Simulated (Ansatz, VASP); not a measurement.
# Two plane-wave programs on Si2Sn

Contents of INCAR:

```
PREC = Accurate ; ENCUT = 500
EDIFF = 1E-6 ; ISMEAR = 0
SIGMA = 0.1 ; LREAL = False
LASPH = True ; NELM = 120
ALGO = Normal ; ISIF = 2
LWAVE = False ; LCHARG = False
GGA = PE ; NBANDS = 18
GGA_COMPAT = False
```

File KPOINTS:

```
regular mesh
0
Gamma
  6 6 6
```

File POSCAR:

```
Si2Sn
1.0
    1.8984369400      1.0960630800      4.8686655300
   -1.8984369400      1.0960630800      4.8686655300
    0.0000000000     -2.1921261500      4.8686655300
Si Sn
2 1
Direct
    0.4160641100      0.4160641100      0.4160641100
    0.5839358900      0.5839358900      0.5839358900
    0.0000000000      0.0000000000      0.0000000000
```

Input for Ansatz:

```yaml
crystal:
  lattice:
    - [1.89843694, 1.09606308, 4.86866553]
    - [-1.89843694, 1.09606308, 4.86866553]
    - [0.0, -2.19212615, 4.86866553]
  atoms:
    - { symbol: Si, position: [0.41606411, 0.41606411, 0.41606411] }
    - { symbol: Si, position: [0.58393589, 0.58393589, 0.58393589] }
    - { symbol: Sn, position: [0.0, 0.0, 0.0] }
basis:
  ecutwfc: 420
kpoints:
  mp_grid: { grid: [6, 6, 6] }
hamiltonian:
  xc: pbe
scf:
  occupations: { method: gaussian, width: 0.1 }
  lower_state_search: "off"
output:
  forces: true
  stress: true
  eigenvalues: true
```

Alike in both runs: task single point; functional PBE; k mesh 6 × 6 × 6; occupations gaussian, width 0.1 eV; no spin polarisation.

|  | VASP | Ansatz |
| --- | --- | --- |
| version | VASP 6.6.1 | Ansatz 0.2.0 |
| potentials or method | VASP PAW PBE potentials, release 64 (Si, Sn_d), cutoff 500 eV | scalar-relativistic, plane waves, PAW |
| valence electrons in the cell | 22 | 22 |

|  | VASP | Ansatz | Ansatz less VASP |
| --- | --- | --- | --- |
| gap on the k mesh at the Fermi level (eV) | none | none | - |
| pressure (GPa) | 21.7 | 21.8 | +0.13 |
| traceless stress, the component that is largest in VASP (GPa) | -8.03 | -8.05 | -0.020 |
| rms of the force components (eV/Å) | 1.549 | 1.554 | +0.0052 |

Atom by atom the forces differ by 0.005 eV/Å (rms over components). A gap of «none» marks a metal or a gap that the smearing closes.
